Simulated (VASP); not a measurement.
Cs2SnI6, 9 atoms in the cell. The structure is cubic, space group Fm-3m (No. 225). Conventional cell: a = 11.841 Å, b = 11.841 Å, c = 11.841 Å, α = 90.00°, β = 90.00°, γ = 90.00°. Within 5.5 Å of Cs (site symmetry -43m) lie 12 I at 4.19 Å and 4 Sn at 5.13 Å. Sn (site symmetry m-3m) has 6 I at 2.88 Å within 3.8 Å. Within 3.8 Å of I (site symmetry 4mm) lie 1 Sn at 2.88 Å. 

* Program: VASP 6.6.1
* Task: single point
* Functional: PBE
* Potentials or basis: VASP PAW PBE potentials, release 64 (Cs_sv, Sn_d, I)
* Cutoff: 500 eV
* k mesh: 4 × 4 × 4
* Occupations: fermi-dirac, width 0.02 eV
* Spin: non-collinear spin, zero start, spin-orbit coupling
* Starting moments: [[0.0, 0.0, 0.0], [0.0, 0.0, 0.0], [0.0, 0.0, 0.0], [0.0, 0.0, 0.0], [0.0, 0.0, 0.0], [0.0, 0.0, 0.0], [0.0, 0.0, 0.0], [0.0, 0.0, 0.0], [0.0, 0.0, 0.0]] μB
* Dipole correction: no
* Further INCAR settings: ALGO = Normal; EDIFF = 1e-06; NBANDS = 93

Potentials or basis: VASP PAW PBE potentials, release 64 (Cs_sv, Sn_d, I).

Command:

```sh
$ cat potpaw_PBE.64/Cs_sv/POTCAR potpaw_PBE.64/Sn_d/POTCAR potpaw_PBE.64/I/POTCAR > POTCAR
$ mpirun -np 4 vasp_ncl > vasp.out
```

Hardware: 4 MPI ranks on AMD EPYC 7571, with other jobs on the host.

Q: Estimate the wall time of this run.

A: Wall time 17 min on 4 MPI ranks on AMD EPYC 7571 (shared host), peak memory 1.9 GiB a rank. Counts: scf iterations 15, k points 8.
